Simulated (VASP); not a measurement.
Set up this calculation in VASP 6.6.1, as the native input.

```yaml
Task: single point
Functional: PBE
Potentials_or_basis: VASP PAW PBE potentials, release 64 (Sn_d, O)
Cutoff: 520 eV
k_mesh: 5 × 5 × 7
Occupations: gaussian, width 0.05 eV
Spin: no spin polarisation
Dipole_correction: no
Further_INCAR_settings: ALGO = Normal; EDIFF = 1e-06; NBANDS = 35
```

The structure of SnO2 (Cassiterite) lies in POSCAR:

```
SnO2
1.0
    4.7380000000      0.0000000000      0.0000000000
    0.0000000000      4.7380000000      0.0000000000
    0.0000000000      0.0000000000      3.1865000000
Sn O
2 4
Direct
    0.5000000000      0.5000000000      0.5000000000
    0.0000000000      0.0000000000      0.0000000000
    0.8071000000      0.1929000000      0.5000000000
    0.6929000000      0.6929000000      0.0000000000
    0.1929000000      0.8071000000      0.5000000000
    0.3071000000      0.3071000000      0.0000000000
```

The input as run:

INCAR

```
SYSTEM = SnO2
  ALGO = Normal
  EDIFF = 1E-6
  ENCUT = 520
  GGA = PE
  ISIF = 2
  ISMEAR = 0
  LASPH = .TRUE.
  LCHARG = .FALSE.
  LREAL = .FALSE.
  LWAVE = .FALSE.
  NBANDS = 35
  NELM = 100
  PREC = Accurate
  SIGMA = 0.05
```

KPOINTS

```
k-points
0
G
  5 5 7
  0 0 0
```

Potentials or basis: VASP PAW PBE potentials, release 64 (Sn_d, O).

Run with:

```sh
$ cat potpaw_PBE.64/Sn_d/POTCAR potpaw_PBE.64/O/POTCAR > POTCAR
$ mpirun -np 1 vasp_std > vasp.out
```

Results of the run:

```json
{
 "Pressure": "11.8 GPa",
 "Largest force": "0.294 eV/Å",
 "Band gap on the k mesh": "1.27 eV, direct"
}
```

Caveat: spin-orbit coupling is left out, which moves the levels of the heavy elements.

Wall time 40 s on 1 thread of Intel(R) Xeon(R) Platinum 8259CL CPU @ 2.50GHz (Skylake/Cascade Lake) (shared host), peak memory 0.2 GiB.
